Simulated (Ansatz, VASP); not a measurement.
Zn: VASP beside Ansatz

INCAR

```
SYSTEM = Zn
PREC     = Accurate       ! precision mode
ENCUT    = 520            ! plane-wave cutoff, eV
EDIFF    = 1E-7           ! SCF threshold, eV
ISMEAR   = 0              ! smearing method
SIGMA    = 0.05           ! smearing width, eV
LREAL    = .False.        ! projectors in reciprocal space
LASPH    = .True.         ! aspherical terms in the spheres
NELM     = 80             ! most SCF steps
ALGO     = Normal         ! electronic algorithm
ISIF     = 2              ! what is computed and relaxed
LWAVE    = .False.        ! write WAVECAR
LCHARG   = .False.        ! write CHGCAR
GGA      = PE             ! functional
NBANDS   = 19             ! bands
```

Contents of KPOINTS:

```
regular mesh
0
Gamma
  18 18 8
  0 0 0
```

Contents of POSCAR:

```
Zn
1.0
    2.6647980532      0.0000000000      0.0000000000
   -1.3323990266      2.3077828100      0.0000000000
    0.0000000000      0.0000000000      4.9467000000
Zn
2
Direct
    0.3333333333      0.6666666667      0.2500000000
    0.6666666667      0.3333333333      0.7500000000
```

Input for Ansatz:

```yaml
crystal:
  lattice:
    - [2.6647980532, 0.0, 0.0]
    - [-1.3323990266, 2.30778281, 0.0]
    - [0.0, 0.0, 4.9467]
  atoms:
    - { symbol: Zn, position: [0.3333333333, 0.6666666667, 0.25] }
    - { symbol: Zn, position: [0.6666666667, 0.3333333333, 0.75] }
kpoints:
  mp_grid: { grid: [18, 18, 8] }
scf:
  occupations: { method: gaussian, width: 0.05 }
hamiltonian:
  xc: pbe
  pseudopotentials: { kind: all_electron, lapw: { basis_error: 0.00025 } }
output:
  forces: true
  stress: true
  eigenvalues: true
```

Alike in both runs: task single point; functional PBE; k mesh 18 × 18 × 8; occupations gaussian, width 0.05 eV; no spin polarisation.

|  | VASP | Ansatz |
| --- | --- | --- |
| version | VASP 6.6.1 | Ansatz 0.2.0 |
| potentials or method | VASP PAW PBE potentials, release 64 (Zn), cutoff 520 eV | all-electron LAPW, scalar-relativistic |

Ansatz gave:

```
pressure (GPa)                                                : -0.3
traceless stress, the component that is largest in VASP (GPa) : 0.77
```

Q: Which values does VASP return?

A: Pressure (GPa): 0.0; traceless stress, the component that is largest in VASP (GPa): 0.67.

Ansatz ran all-electron here, and VASP with PAW potentials.
